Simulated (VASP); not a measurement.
# Be3Se2 (P6/mmm) in VASP: notebook

Be3Se2 is run at these levels: PBE; tasks: single point, relaxation of cell and atoms.

Everything below comes from runs of VASP 6.6.1. Logs are shortened: lines on timing, memory, paths and dates and some standing lists are left out, and cuts for length are marked.

## 1. The cell of the first run

Symmetry: P6/mmm, No. 191, hexagonal system. Conventional cell: a = 7.195 Å, b = 7.195 Å, c = 3.581 Å, α = 90.00°, β = 90.00°, γ = 120.00°. Within 2.8 Å of Be (site symmetry mmm) lie 2 Se at 2.08 Å. Within 2.8 Å of Se (site symmetry -6m2) lie 3 Be at 2.08 Å.

## 2. Single point, PBE

Input file INCAR:

```
SYSTEM = Be3Se2
ALGO = Normal
EDIFF = 1E-6
ENCUT = 520
GGA = PE
ISIF = 2
ISMEAR = 0
LASPH = .True.
LCHARG = .False.
LREAL = .False.
LWAVE = .False.
NBANDS = 17
NELM = 100
PREC = Accurate
SIGMA = 0.1
```

Input file KPOINTS:

```
k-points
0
Gamma
  6 6 12
  0 0 0
```

Input file POSCAR:

```
Be3Se2
1.0
    7.1952090332      0.0000000000      0.0000000000
   -3.5976045166      6.2312338083      0.0000000000
    0.0000000000      0.0000000000      3.5807934540
Be Se
3 2
Direct
    0.5000000000      0.0000000000      0.0000000000
    0.0000000000      0.5000000000      0.0000000000
    0.5000000000      0.5000000000      0.0000000000
    0.3333333333      0.6666666667      0.0000000000
    0.6666666667      0.3333333333      0.0000000000
```

Potentials or basis: VASP PAW PBE potentials, release 64 (Be, Se).

Started as:

```
> cat potpaw_PBE.64/Be/POTCAR potpaw_PBE.64/Se/POTCAR > POTCAR
> mpirun -np 1 vasp_std > vasp.out
```

OUTCAR:

```text
SYSTEM = Be3Se2
   EDIFF = 1E-6
   ENCUT = 520
   GGA = PE
   ISIF = 2
   ISMEAR = 0
   LASPH = .True.
   LREAL = .False.
   NELM = 100
   PREC = Accurate

 ion  position               nearest neighbor table
   1  0.500  0.000  0.000-   4 2.08   5 2.08
   2  0.000  0.500  0.000-   4 2.08   5 2.08
   3  0.500  0.500  0.000-   4 2.08   5 2.08
   4  0.333  0.667  0.000-   2 2.08   1 2.08   3 2.08
   5  0.667  0.333  0.000-   2 2.08   1 2.08   3 2.08

  LATTYP: Found a hexagonal cell.
 ALAT       =     7.1952090332
 C/A-ratio  =     0.4976635755

  Lattice vectors:

 A1 = (   7.1952090332,   0.0000000000,   0.0000000000)
 A2 = (  -3.5976045166,   6.2312338083,   0.0000000000)
 A3 = (   0.0000000000,   0.0000000000,   3.5807934540)

Analysis of symmetry for initial positions (statically):
=====================================================================
 Subroutine PRICEL returns:
 Original cell was already a primitive cell.

 Routine SETGRP: Setting up the symmetry group for a
 hexagonal supercell.

 Subroutine GETGRP returns: Found 24 space group operations
 (whereof 24 operations were pure point group operations)
 out of a pool of 24 trial point group operations.

The static configuration has the point symmetry D_6h.

Analysis of symmetry for dynamics (positions and initial velocities):
=====================================================================
 Subroutine PRICEL returns:
 Original cell was already a primitive cell.

 Routine SETGRP: Setting up the symmetry group for a
 hexagonal supercell.

 Subroutine GETGRP returns: Found 24 space group operations
 (whereof 24 operations were pure point group operations)
 out of a pool of 24 trial point group operations.

The dynamic configuration has the point symmetry D_6h.

 Subroutine INISYM returns: Found 24 space group operations
 (whereof 24 operations are pure point group operations),
 and found     1 'primitive' translations

----------------------------------------------------------------------------------------

                                     Primitive cell

  volume of cell :     160.5450

  direct lattice vectors                    reciprocal lattice vectors
     7.195209033  0.000000000  0.000000000     0.138981369  0.080240931  0.000000000
    -3.597604517  6.231233808  0.000000000     0.000000000  0.160481861  0.000000000
     0.000000000  0.000000000  3.580793454     0.000000000  0.000000000  0.279267713

  length of vectors
     7.195209033  7.195209033  3.580793454     0.160481861  0.160481861  0.279267713

  position of ions in fractional coordinates (direct lattice)
     0.500000000  0.000000000  0.000000000
     0.000000000  0.500000000  0.000000000
     0.500000000  0.500000000  0.000000000
     0.333333333  0.666666667  0.000000000
     0.666666667  0.333333333  0.000000000

  ion indices of the primitive-cell ions
   primitive index   ion index
                 1           1
                 2           2
                 3           3
                 4           4
                 5           5

----------------------------------------------------------------------------------------

 KPOINTS: k-points

Automatic generation of k-mesh.
 Grid dimensions read from file:
 generate k-points for:    6    6   12

 Generating k-lattice:

  Cartesian coordinates                     Fractional coordinates (reciprocal lattice)
     0.023163561  0.013373488  0.000000000     0.166666667  0.000000000  0.000000000
     0.000000000  0.026746977  0.000000000     0.000000000  0.166666667  0.000000000
     0.000000000  0.000000000  0.023272309     0.000000000  0.000000000  0.083333333

  Length of vectors
     0.026746977  0.026746977  0.023272309

  Shift w.r.t. Gamma in fractional coordinates (k-lattice)
     0.000000000  0.000000000  0.000000000

 Subroutine IBZKPT returns following result:
 ===========================================

 Found     49 irreducible k-points:

 Following reciprocal coordinates:
            Coordinates               Weight
  0.000000  0.000000  0.000000      1.000000
  0.166667  0.000000  0.000000      6.000000
  0.333333 -0.000000  0.000000      6.000000
  0.500000 -0.000000  0.000000      3.000000
  0.166667  0.166667  0.000000      6.000000
  0.333333  0.166667  0.000000     12.000000
[... 16 lines left out ...]
  0.166667  0.000000  0.250000     12.000000
  0.333333 -0.000000  0.250000     12.000000
 [... further k-points ...]
   k-points           NKPTS =     49   k-points in BZ     NKDIM =     49   number of bands    NBANDS=     17
   number of dos      NEDOS =    301   number of ions     NIONS =      5
   total plane-waves  NPLWV =  81648
   dimension x,y,z NGX =    54 NGY =   54 NGZ =   28
   dimension x,y,z NGXF=   108 NGYF=  108 NGZF=   56
   ions per type =               3   2
   NGX,Y,Z   is equivalent  to a cutoff of  12.48, 12.48, 13.00 a.u.
   NGXF,Y,Z  is equivalent  to a cutoff of  24.95, 24.95, 26.00 a.u.
 SYSTEM =  Be3Se2
   PREC   = accura    normal or accurate (medium, high low for compatibility)
   ISTART =      0    job   : 0-new  1-cont  2-samecut
   ICHARG =      2    charge: 1-file 2-atom 10-const
   ISPIN  =      1    spin polarized calculation?
   LNONCOLLINEAR =      F non collinear calculations
   LSORBIT =      F    spin-orbit coupling
   LASPH  =      T    aspherical Exc in radial PAW
   ENCUT  =  520.0 eV  38.22 Ry    6.18 a.u.  13.38 13.38  6.66*2*pi/ulx,y,z
   NELM   =    100;   NELMIN=  2; NELMDL= -5     # of ELM steps
   EDIFF  = 0.1E-05   stopping-criterion for ELM
   LREAL  =      F    real-space projection
   EDIFFG = 0.1E-04   stopping-criterion for IOM
   NSW    =      0    number of steps for IOM
   IBRION =     -1    ionic relax: 0-MD 1-quasi-New 2-CG
   NFREE  =      0    steps in history (QN), initial steepest desc. (CG)
   ISIF   =      2    stress and relaxation
   ISYM   =      2    0-nonsym 1-usesym 2-fastsym
   POTIM  = 0.5000    time-step for ionic-motion
   TEBEG  =    0.0;   TEEND  =   0.0 temperature during run
   PSTRESS=    0.0 pullay stress
   NELECT =      18.0000    total number of electrons
   NUPDOWN=      -1.0000    fix difference up-down
   EMIN   =  10.00;   EMAX   =-10.00  energy-range for DOS
   EFERMI =   0.00;   METHOD = LEGACY
   ISMEAR =     0;   SIGMA  =   0.10  broadening in eV -4-tet -1-fermi 0-gaus
   EFERMI_NEDOS =   21; number of points for ismear=-14 and -15
   IALGO  =     38    algorithm
   IMIX   =      4    mixing-type and parameters
     AMIX     =   0.40;   BMIX     =  1.00
     AMIX_MAG =   1.60;   BMIX_MAG =  1.00
  volume/ion in A,a.u.               =      32.11       216.68
  Fermi-wavevector in a.u.,A,eV,Ry     =   0.789405  1.491760  8.478618  0.623161
  Thomas-Fermi vector in A             =   1.894541
   LORBIT       =      0    0 simple, 1 ext, 2 COOP (PROOUT), +10 PAW based schemes
   GGA     = PE    functional components
   LHFCALC =     F    Hartree Fock is set to
   AEXX    =    0.0000 exact exchange contribution
   IVDW    =     0    specifies the selected vdW correction
   LEPSILON=     F    determine dielectric tensor
   LRPA    =     F    only Hartree local field effects (RPA)
 non-spin polarized calculation
 Gauss-broadening in eV      SIGMA  =   0.10
  energy-cutoff  :      520.00
  volume of cell :      160.54
 maximum number of plane-waves:      4351
 NGX is ok and might be reduce to    54
   NGX = 27   NGY = 27   NGZ = 13

 number of electron      18.0000002 magnetization

 Free energy of the ion-electron system (eV)
  ---------------------------------------------------
  ext. energy  EPLUGINS =         0.00000000
  ---------------------------------------------------
  free energy    TOTEN  =       -14.62343793 eV

  energy without entropy =      -14.60425858  energy(sigma->0) =      -14.61384825

 E-fermi :   1.3085     XC(G=0):  -6.5234

 val. band max:        1.2878561056   @ k =   0.3333   0.3333   0.3333
 cond. band min:       1.3104636179   @ k =   0.1667   0.1667   0.5000
 fundamental gap:      0.0226075123
 Fermi energy:         1.3085392687

 k-point     1 :       0.0000    0.0000    0.0000
  band No.  band energies     occupation
      1     -13.9433      2.00000
      2     -13.8180      2.00000
      3      -5.5483      2.00000
      4      -5.5483      2.00000
      5      -4.7795      2.00000
      6      -4.7795      2.00000
[... 9 lines left out ...]
     16       4.6374      0.00000
     17       5.1182      0.00000

 k-point     2 :       0.1667    0.0000    0.0000
  band No.  band energies     occupation
      1     -13.9360      2.00000
      2     -13.8255      2.00000
      3      -5.5865      2.00000
      4      -5.5334      2.00000
      5      -4.8144      2.00000
      6      -4.7239      2.00000
[... 9 lines left out ...]
     16       4.7902      0.00000
     17       5.3908      0.00000

 k-point     3 :       0.3333   -0.0000    0.0000
  band No.  band energies     occupation
      1     -13.9171      2.00000
      2     -13.8448      2.00000
      3      -5.6513      2.00000
      4      -5.5023      2.00000
      5      -4.8823      2.00000
      6      -4.6236      2.00000
[... 9 lines left out ...]
     16       5.1708      0.00000
     17       6.0247      0.00000

 k-point     4 :       0.5000   -0.0000    0.0000
  band No.  band energies     occupation
      1     -13.9018      2.00000
      2     -13.8601      2.00000
      3      -5.6796      2.00000
      4      -5.4859      2.00000
      5      -4.9155      2.00000
      6      -4.5771      2.00000
[... 9 lines left out ...]
     16       5.4777      0.00000
     17       6.3557      0.00000
[... 343 lines left out ...]
      1     -13.7389      2.00000
      2     -13.6414      2.00000
      3      -5.2392      2.00000
      4      -5.2392      2.00000
      5      -4.5962      2.00000
      6      -4.5962      2.00000
[... 9 lines left out ...]
     16       5.3870      0.00000
     17       5.8675      0.00000

 k-point    23 :       0.1667    0.0000    0.2500
  band No.  band energies     occupation
      1     -13.7332      2.00000
      2     -13.6472      2.00000
      3      -5.2771      2.00000
      4      -5.2312      2.00000
      5      -4.6237      2.00000
      6      -4.5443      2.00000
[... 9 lines left out ...]
     16       5.5585      0.00000
     17       5.8489      0.00000

 k-point    24 :       0.3333   -0.0000    0.2500
  band No.  band energies     occupation
      1     -13.7183      2.00000
      2     -13.6620      2.00000
      3      -5.3403      2.00000
      4      -5.2158      2.00000
      5      -4.6747      2.00000
      6      -4.4526      2.00000
[... 9 lines left out ...]
     16       5.0421      0.00000
     17       6.2980      0.00000

 [... further k-points ...]
[... 5 lines left out ...]
  --------------------------------------------------------------------------------------
  -------------------------------------------------------------------------------------
  Total        0.0964225      0.0964225      0.0087002      0.0000000     -0.0000000     -0.0000000
  in kB        0.9622593      0.9622593      0.0868251      0.0000000     -0.0000000     -0.0000000
  external PRESSURE =       0.6704479 kB  Pullay stress =       0.0000000 kB

 VOLUME and BASIS-vectors are now :
 -----------------------------------------------------------------------------
  energy-cutoff  :      520.00
  volume of cell :      160.54
      direct lattice vectors                 reciprocal lattice vectors
     7.195209033  0.000000000  0.000000000     0.138981369  0.080240931  0.000000000
    -3.597604517  6.231233808  0.000000000     0.000000000  0.160481861  0.000000000
     0.000000000  0.000000000  3.580793454     0.000000000  0.000000000  0.279267713

 POSITION                                       TOTAL-FORCE (eV/Angst)
 -----------------------------------------------------------------------------------
      3.59760      0.00000      0.00000        -0.000000     -0.000000     -0.000000
     -1.79880      3.11562      0.00000        -0.000000     -0.000000     -0.000000
      1.79880      3.11562      0.00000        -0.000000     -0.000000     -0.000000
     -0.00000      4.15416      0.00000         0.000000     -0.000000      0.000000
      3.59760      2.07708      0.00000        -0.000000      0.000000     -0.000000
 -----------------------------------------------------------------------------------
    total drift:                                0.000000      0.000000     -0.000000

  FREE ENERGIE OF THE ION-ELECTRON SYSTEM (eV)
  ---------------------------------------------------
  free  energy   TOTEN  =       -14.6234379276 eV

  energy  without entropy=      -14.6042585779  energy(sigma->0) =      -14.61384825
```

Run time: 71 s. Hardware: 1 thread of AMD EPYC 9R45 (Zen 5), shared host; peak memory 0.3 GiB.

What came out:

```
Free energy            : -14.6234 eV
Pressure               : 0.1 GPa
Band gap on the k mesh : zero (band 9 reaches 1.46 eV, above the bottom of band 10 at 0.82 eV)
```

Stress tensor (GPa, compression positive):
```
0.10 0.00 0.00
0.00 0.10 0.00
0.00 0.00 0.01
```

Caveat: this functional lacks dispersion, which binds the layers, so the pressure and a relaxed spacing across them are unreliable.

[end of part 1 of 2]
